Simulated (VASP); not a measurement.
Wanted: the native input for a VASP 6.6.1 run.

* Task: single point
* Functional: PBE
* Potentials or basis: VASP PAW PBE potentials, release 64 (Eu)
* Cutoff: 520 eV
* k mesh: 10 × 10 × 10
* Occupations: methfessel-paxton, width 0.01 eV
* Spin: collinear spin, ferromagnetic start
* Starting moments: [7.02] μB
* Dipole correction: no
* Further INCAR settings: ALGO = Normal; EDIFF = 1e-07; NBANDS = 18

The structure of Eu lies in POSCAR:

```
Eu
1.0
   -2.1939508085      2.1939508085      2.1939508085
    2.1939508085     -2.1939508085      2.1939508085
    2.1939508085      2.1939508085     -2.1939508085
Eu
1
Direct
    0.0000000000      0.0000000000      0.0000000000
```

One way to write it, as run:

INCAR

```
PREC     = Accurate       # precision mode
ENCUT    = 520            # plane-wave cutoff, eV
EDIFF    = 1E-7           # SCF threshold, eV
ISMEAR   = 1              # smearing method
SIGMA    = 0.01           # smearing width, eV
LREAL    = False          # projectors in reciprocal space
LASPH    = True           # aspherical terms in the spheres
NELM     = 150            # most SCF steps
ALGO     = Normal         # electronic algorithm
ISIF     = 2              # what is computed and relaxed
LWAVE    = False          # write WAVECAR
LCHARG   = True           # write CHGCAR
ISPIN    = 2              # spin polarisation
MAGMOM   = 7.02           # initial moments
LORBIT   = 11             # projections on sites
LMAXMIX  = 6              # l up to which the mixer works
GGA      = PE             # functional
LELF     = True           # ELF
LVHAR    = True         
NBANDS   = 18             # bands
```

KPOINTS

```
Automatic mesh
0
Gamma
  10 10 10
```

Potentials or basis: VASP PAW PBE potentials, release 64 (Eu).

Run with:

```console
$ cat potpaw_PBE.64/Eu/POTCAR > POTCAR
$ mpirun -np 1 vasp_std > vasp.out
```

It gave:

```json
{"Pressure": "-0.2 GPa", "Net moment": "7.39 μB per cell", "Site moments": "Eu +6.70 μB", "Valence electrons inside the program's atomic spheres": "Eu 14.74"}
```

Wall time 3.7 min on 1 thread of Intel Xeon 8259CL, on a shared host, peak memory 0.22 GiB.
